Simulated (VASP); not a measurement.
# Re (Im-3m) in VASP: further runs

Runs on Re. Level: LDA. Tasks: single point.

Everything below comes from runs of VASP 6.6.1. Logs are shortened: lines on timing, memory, paths and dates and some standing lists are left out, and cuts for length are marked.

## Step 1: The cell of the first run

It takes space group Im-3m (No. 229, cubic). The conventional cell has a = 2.854 Å, b = 2.854 Å, c = 2.854 Å, α = 90.00°, β = 90.00°, γ = 90.00°. Within 3.3 Å of Re (site symmetry m-3m) lie 14 Re at 2.47 to 2.85 Å.

## Step 2: Single point, LDA

INCAR reads:

```
  ALGO = Normal
  EDIFF = 1E-6
  ENCUT = 520
  GGA = CA
  ISIF = 2
  ISMEAR = -1
  LASPH = T
  LCHARG = T
  LELF = T
  LREAL = F
  LVHAR = T
  LWAVE = F
  NBANDS = 10
  NELM = 80
  PREC = Accurate
  SIGMA = 0.08
```

KPOINTS reads:

```
k-points
0
Gamma
  19 19 19
```

POSCAR reads:

```
Re
1.0
   -1.4268576497      1.4268576497      1.4268576497
    1.4268576497     -1.4268576497      1.4268576497
    1.4268576497      1.4268576497     -1.4268576497
Re
1
Direct
    0.0000000000      0.0000000000      0.0000000000
```

Potentials or basis: VASP PAW LDA potentials, release 64 (Re).

Run with:

```bash
$ cat potpaw_LDA.64/Re/POTCAR > POTCAR
$ mpirun -np 1 vasp_std > vasp.out
```

OUTCAR:

```text
EDIFF = 1E-6
   ENCUT = 520
   GGA = CA
   ISIF = 2
   ISMEAR = -1
   LASPH = T
   LREAL = F
   NELM = 80
   PREC = Accurate

 ion  position               nearest neighbor table
   1  0.000  0.000  0.000-

  LATTYP: Found a body centered cubic cell.
 ALAT       =     2.8537152994

  Lattice vectors:

 A1 = (  -1.4268576497,   1.4268576497,   1.4268576497)
 A2 = (   1.4268576497,  -1.4268576497,   1.4268576497)
 A3 = (   1.4268576497,   1.4268576497,  -1.4268576497)

Analysis of symmetry for initial positions (statically):
=====================================================================
 Subroutine PRICEL returns:
 Original cell was already a primitive cell.

 Routine SETGRP: Setting up the symmetry group for a
 body centered cubic supercell.

 Subroutine GETGRP returns: Found 48 space group operations
 (whereof 48 operations were pure point group operations)
 out of a pool of 48 trial point group operations.

The static configuration has the point symmetry O_h .

Analysis of symmetry for dynamics (positions and initial velocities):
=====================================================================
 Subroutine PRICEL returns:
 Original cell was already a primitive cell.

 Routine SETGRP: Setting up the symmetry group for a
 body centered cubic supercell.

 Subroutine GETGRP returns: Found 48 space group operations
 (whereof 48 operations were pure point group operations)
 out of a pool of 48 trial point group operations.

The dynamic configuration has the point symmetry O_h .

 Subroutine INISYM returns: Found 48 space group operations
 (whereof 48 operations are pure point group operations),
 and found     1 'primitive' translations

----------------------------------------------------------------------------------------

                                     Primitive cell

  volume of cell :      11.6199

  direct lattice vectors                    reciprocal lattice vectors
    -1.426857650  1.426857650  1.426857650     0.000000000  0.350420380  0.350420380
     1.426857650 -1.426857650  1.426857650     0.350420380  0.000000000  0.350420380
     1.426857650  1.426857650 -1.426857650     0.350420380  0.350420380  0.000000000

  length of vectors
     2.471389944  2.471389944  2.471389944     0.495569254  0.495569254  0.495569254

  position of ions in fractional coordinates (direct lattice)
     0.000000000  0.000000000  0.000000000

  ion indices of the primitive-cell ions
   primitive index   ion index
                 1           1

----------------------------------------------------------------------------------------

 KPOINTS: k-points

Automatic generation of k-mesh.
 Grid dimensions read from file:
 generate k-points for:   19   19   19

 Generating k-lattice:

  Cartesian coordinates                     Fractional coordinates (reciprocal lattice)
     0.000000000  0.018443178  0.018443178     0.052631579  0.000000000  0.000000000
     0.018443178  0.000000000  0.018443178     0.000000000  0.052631579  0.000000000
     0.018443178  0.018443178  0.000000000     0.000000000  0.000000000  0.052631579

  Length of vectors
     0.026082592  0.026082592  0.026082592

  Shift w.r.t. Gamma in fractional coordinates (k-lattice)
     0.000000000  0.000000000  0.000000000

 Subroutine IBZKPT returns following result:
 ===========================================

 Found    220 irreducible k-points:

 Following reciprocal coordinates:
            Coordinates               Weight
  0.000000  0.000000  0.000000      1.000000
  0.052632  0.000000  0.000000     12.000000
  0.105263  0.000000  0.000000     12.000000
  0.157895  0.000000  0.000000     12.000000
  0.210526  0.000000  0.000000     12.000000
  0.263158  0.000000  0.000000     12.000000
[... 16 lines left out ...]
  0.263158  0.105263  0.000000     48.000000
  0.315789  0.105263  0.000000     48.000000
 [... further k-points ...]
   k-points           NKPTS =    220   k-points in BZ     NKDIM =    220   number of bands    NBANDS=     10
   number of dos      NEDOS =    301   number of ions     NIONS =      1
   total plane-waves  NPLWV =   5832
   dimension x,y,z NGX =    18 NGY =   18 NGZ =   18
   dimension x,y,z NGXF=    36 NGYF=   36 NGZF=   36
   ions per type =               1
   NGX,Y,Z   is equivalent  to a cutoff of  12.11, 12.11, 12.11 a.u.
   NGXF,Y,Z  is equivalent  to a cutoff of  24.22, 24.22, 24.22 a.u.
 SYSTEM =  unknown system
   PREC   = accura    normal or accurate (medium, high low for compatibility)
   ISTART =      0    job   : 0-new  1-cont  2-samecut
   ICHARG =      2    charge: 1-file 2-atom 10-const
   ISPIN  =      1    spin polarized calculation?
   LNONCOLLINEAR =      F non collinear calculations
   LSORBIT =      F    spin-orbit coupling
   LASPH  =      T    aspherical Exc in radial PAW
   ENCUT  =  520.0 eV  38.22 Ry    6.18 a.u.   4.60  4.60  4.60*2*pi/ulx,y,z
   NELM   =     80;   NELMIN=  2; NELMDL= -5     # of ELM steps
   EDIFF  = 0.1E-05   stopping-criterion for ELM
   LREAL  =      F    real-space projection
   EDIFFG = 0.1E-04   stopping-criterion for IOM
   NSW    =      0    number of steps for IOM
   IBRION =     -1    ionic relax: 0-MD 1-quasi-New 2-CG
   NFREE  =      0    steps in history (QN), initial steepest desc. (CG)
   ISIF   =      2    stress and relaxation
   ISYM   =      2    0-nonsym 1-usesym 2-fastsym
   POTIM  = 0.5000    time-step for ionic-motion
   TEBEG  =    0.0;   TEEND  =   0.0 temperature during run
   PSTRESS=    0.0 pullay stress
   NELECT =       7.0000    total number of electrons
   NUPDOWN=      -1.0000    fix difference up-down
   EMIN   =  10.00;   EMAX   =-10.00  energy-range for DOS
   EFERMI =   0.00;   METHOD = LEGACY
   ISMEAR =    -1;   SIGMA  =   0.08  broadening in eV -4-tet -1-fermi 0-gaus
   EFERMI_NEDOS =   21; number of points for ismear=-14 and -15
   IALGO  =     38    algorithm
   IMIX   =      4    mixing-type and parameters
     AMIX     =   0.40;   BMIX     =  1.00
     AMIX_MAG =   1.60;   BMIX_MAG =  1.00
  volume/ion in A,a.u.               =      11.62        78.41
  Fermi-wavevector in a.u.,A,eV,Ry     =   1.382633  2.612797 26.009898  1.911674
  Thomas-Fermi vector in A             =   2.507306
   LORBIT       =      0    0 simple, 1 ext, 2 COOP (PROOUT), +10 PAW based schemes
   GGA     = CA    functional components
   LHFCALC =     F    Hartree Fock is set to
   AEXX    =    0.0000 exact exchange contribution
   IVDW    =     0    specifies the selected vdW correction
   LEPSILON=     F    determine dielectric tensor
   LRPA    =     F    only Hartree local field effects (RPA)
 non-spin polarized calculation
  energy-cutoff  :      520.00
  volume of cell :       11.62
 maximum number of plane-waves:       329
   NGX =  9   NGY =  9   NGZ =  9

 number of electron       7.0000001 magnetization

 Free energy of the ion-electron system (eV)
  ---------------------------------------------------
  ext. energy  EPLUGINS =         0.00000000
  ---------------------------------------------------
  free energy    TOTEN  =       -12.34283052 eV

  energy without entropy =      -12.32335835  energy(sigma->0) =      -12.33309444

 E-fermi :  12.2612     XC(G=0): -15.1553

 val. band max:       12.2542432862   @ k =   0.1053   0.1053   0.0526
 cond. band min:      12.2617004042   @ k =   0.1579   0.0000   0.0000
 fundamental gap:      0.0074571180
 Fermi energy:        12.2611923135

 k-point     1 :       0.0000    0.0000    0.0000
  band No.  band energies     occupation
      1      -0.2189      2.00000
      2       8.5704      2.00000
      3       8.5704      2.00000
      4       8.5704      2.00000
      5      13.1882      0.00002
      6      13.1882      0.00002
      7      28.1988      0.00000
      8      28.1988      0.00000
      9      28.1988      0.00000
     10      44.4239      0.00000

 k-point     2 :       0.0526    0.0000    0.0000
  band No.  band energies     occupation
      1      -0.0343      2.00000
      2       8.4571      2.00000
      3       8.5533      2.00000
      4       8.7548      2.00000
      5      12.9966      0.00020
      6      13.1898      0.00002
      7      28.3639      0.00000
      8      28.5030      0.00000
      9      28.6928      0.00000
     10      42.8770      0.00000

 k-point     3 :       0.1053    0.0000    0.0000
  band No.  band energies     occupation
      1       0.4930      2.00000
      2       8.1427      2.00000
      3       8.4763      2.00000
      4       9.3020      2.00000
      5      12.5812      0.03598
      6      13.2032      0.00002
      7      28.8019      0.00000
      8      29.3891      0.00000
      9      29.9974      0.00000
     10      40.4506      0.00000

 k-point     4 :       0.1579    0.0000    0.0000
  band No.  band energies     occupation
      1       1.2738      2.00000
      2       7.6899      2.00000
      3       8.3075      2.00000
      4      10.1933      2.00000
      5      12.2617      0.99682
      6      13.2501      0.00001
      7      29.2995      0.00000
      8      30.7906      0.00000
      9      31.6224      0.00000
     10      38.4071      0.00000

 k-point     5 :       0.2105    0.0000    0.0000
  band No.  band energies     occupation
      1       2.1243      2.00000
      2       7.1730      2.00000
      3       8.1598      2.00000
      4      11.3964      1.99996
      5      12.2391      1.13714
      6      13.3540      0.00000
      7      29.4033      0.00000
      8      32.6246      0.00000
      9      32.6261      0.00000
     10      37.3607      0.00000

 k-point     6 :       0.2632    0.0000    0.0000
  band No.  band energies     occupation
      1       2.7483      2.00000
      2       6.6580      2.00000
      3       8.3672      2.00000
      4      12.4939      0.10341
      5      12.8622      0.00109
      6      13.5296      0.00000
      7      28.7183      0.00000
      8      32.0479      0.00000
      9      34.8165      0.00000
     10      37.7384      0.00000

 k-point     7 :       0.3158    0.0000    0.0000
  band No.  band energies     occupation
      1       2.9326      2.00000
      2       6.1960      2.00000
      3       9.1826      2.00000
      4      12.9015      0.00067
      5      13.7737      0.00000
      6      14.5151      0.00000
      7      27.5165      0.00000
      8      30.5212      0.00000
      9      37.2858      0.00000
     10      39.3011      0.00000

 k-point     8 :       0.3684    0.0000    0.0000
  band No.  band energies     occupation
      1       2.8044      2.00000
      2       5.8228      2.00000
      3      10.4398      2.00000
      4      13.3151      0.00000
      5      14.0573      0.00000
      6      16.2297      0.00000
      7      26.2787      0.00000
      8      28.8790      0.00000
      9      37.1382      0.00000
     10      39.9504      0.00000

 k-point     9 :       0.4211    0.0000    0.0000
  band No.  band energies     occupation
      1       2.6041      2.00000
      2       5.5621      2.00000
      3      11.7723      1.99557
      4      13.5660      0.00000
      5      14.3213      0.00000
      6      17.7787      0.00000
      7      25.3009      0.00000
      8      27.5233      0.00000
      9      34.7619      0.00000
     10      39.6780      0.00000
[... 118 lines left out ...]
 k-point    19 :       0.4737    0.0526   -0.0000
  band No.  band energies     occupation
      1       2.5935      2.00000
      2       5.4631      2.00000
      3      12.5149      0.08053
      4      13.2108      0.00001
      5      14.9272      0.00000
      6      19.1538      0.00000
      7      24.9574      0.00000
      8      26.4459      0.00000
      9      33.0597      0.00000
     10      38.5369      0.00000

 k-point    20 :       0.1053    0.1053    0.0000
  band No.  band energies     occupation
      1       1.7293      2.00000
      2       7.6684      2.00000
      3       7.8454      2.00000
      4      10.8954      2.00000
      5      11.9105      1.97533
      6      13.5264      0.00000
      7      29.7496      0.00000
      8      31.2224      0.00000
      9      32.2177      0.00000
     10      37.2760      0.00000

 k-point    21 :       0.1579    0.1053   -0.0000
  band No.  band energies     occupation
      1       2.5775      2.00000
      2       7.2259      2.00000
      3       7.5810      2.00000
      4      11.7918      1.99435
      5      12.2128      1.29365
      6      13.7790      0.00000
      7      30.1562      0.00000
      8      31.4698      0.00000
      9      33.2836      0.00000
     10      37.3812      0.00000

 k-point    22 :       0.2105    0.1053   -0.0000
  band No.  band energies     occupation
      1       3.2455      2.00000
      2       6.7288      2.00000
      3       7.6848      2.00000
      4      11.9744      1.94604
      5      13.7561      0.00000
      6      14.0415      0.00000
      7      29.2218      0.00000
      8      31.6767      0.00000
      9      34.1003      0.00000
     10      38.6187      0.00000

 k-point    23 :       0.2632    0.1053    0.0000
  band No.  band energies     occupation
      1       3.4625      2.00000
      2       6.2995      2.00000
      3       8.3598      2.00000
      4      12.3799      0.36967
      5      14.2415      0.00000
      6      15.5060      0.00000
      7      27.8983      0.00000
      8      30.6725      0.00000
      9      35.6715      0.00000
     10      37.0880      0.00000

 k-point    24 :       0.3158    0.1053    0.0000
  band No.  band energies     occupation
      1       3.3335      2.00000
      2       5.9664      2.00000
      3       9.4447      2.00000
      4      12.8682      0.00101
      5      14.4724      0.00000
      6      17.2551      0.00000
      7      26.7626      0.00000
      8      28.9736      0.00000
      9      35.2349      0.00000
     10      37.7608      0.00000

 [... further k-points ...]
[... 5 lines left out ...]
  --------------------------------------------------------------------------------------
  -------------------------------------------------------------------------------------
  Total       10.6297188     10.6297188     10.6297188      0.0000000     -0.0000000      0.0000000
  in kB     1465.6505066   1465.6505066   1465.6505066      0.0000000     -0.0000000      0.0000000
  external PRESSURE =    1465.6505066 kB  Pullay stress =       0.0000000 kB

 VOLUME and BASIS-vectors are now :
 -----------------------------------------------------------------------------
  energy-cutoff  :      520.00
  volume of cell :       11.62
      direct lattice vectors                 reciprocal lattice vectors
    -1.426857650  1.426857650  1.426857650     0.000000000  0.350420380  0.350420380
     1.426857650 -1.426857650  1.426857650     0.350420380  0.000000000  0.350420380
     1.426857650  1.426857650 -1.426857650     0.350420380  0.350420380  0.000000000

 POSITION                                       TOTAL-FORCE (eV/Angst)
 -----------------------------------------------------------------------------------
      0.00000      0.00000      0.00000         0.000000      0.000000     -0.000000
 -----------------------------------------------------------------------------------
    total drift:                                0.000000     -0.000000     -0.000000

  FREE ENERGIE OF THE ION-ELECTRON SYSTEM (eV)
  ---------------------------------------------------
  free  energy   TOTEN  =       -12.3428305211 eV

  energy  without entropy=      -12.3233583514  energy(sigma->0) =      -12.33309444
```

Wall time 19 s (1 thread of Intel Xeon Platinum 8259CL at 2.50GHz (Skylake/Cascade Lake), shared host); peak memory 0.14 GiB.

Results:

```yaml
Free_energy: -12.3428 eV
Pressure: 146.6 GPa
```

Caveat: spin-orbit coupling is left out, which moves the levels of the heavy elements.

## Step 3: Single point, LDA

INCAR reads:

```
  PREC = Accurate
  ENCUT = 520
  EDIFF = 1E-7
  ISMEAR = -1
  SIGMA = 0.08
  LREAL = False
  LASPH = True
  NELM = 100
  ALGO = Normal
  ISIF = 2
  LWAVE = False
  LCHARG = True
  LELF = True
  LVHAR = True
  NBANDS = 10
```

KPOINTS reads:

```
Automatic mesh
0
Gamma
  19 19 19
```

POSCAR reads:

```
Re
1.0
   -1.4265682692      1.4265682692      1.4265682692
    1.4265682692     -1.4265682692      1.4265682692
    1.4265682692      1.4265682692     -1.4265682692
Re
1
Direct
    0.0000000000      0.0000000000      0.0000000000
```

Potentials or basis: VASP PAW LDA potentials, release 64 (Re).

Run with:

```bash
$ cat potpaw_LDA.64/Re/POTCAR > POTCAR
$ mpirun -np 1 vasp_std > vasp.out
```

Run time: 18 s. Hardware: 1 thread of Intel Xeon Platinum 8259CL at 2.50GHz (Skylake/Cascade Lake), shared host; peak memory 0.14 GiB.

The run converged. Its results:

```yaml
Free_energy: -12.3363 eV
Pressure: 147.2 GPa
```

Levels at points of the mesh, in eV from the Fermi level:
```
           k point  band 1  band 2  band 3  band 4  band 5  band 6  band 7
(0.00, 0.00, 0.00)  -12.48   -3.69   -3.69   -3.69    0.93    0.93   15.94
```

Caveat: spin-orbit coupling is left out, which moves the levels of the heavy elements.
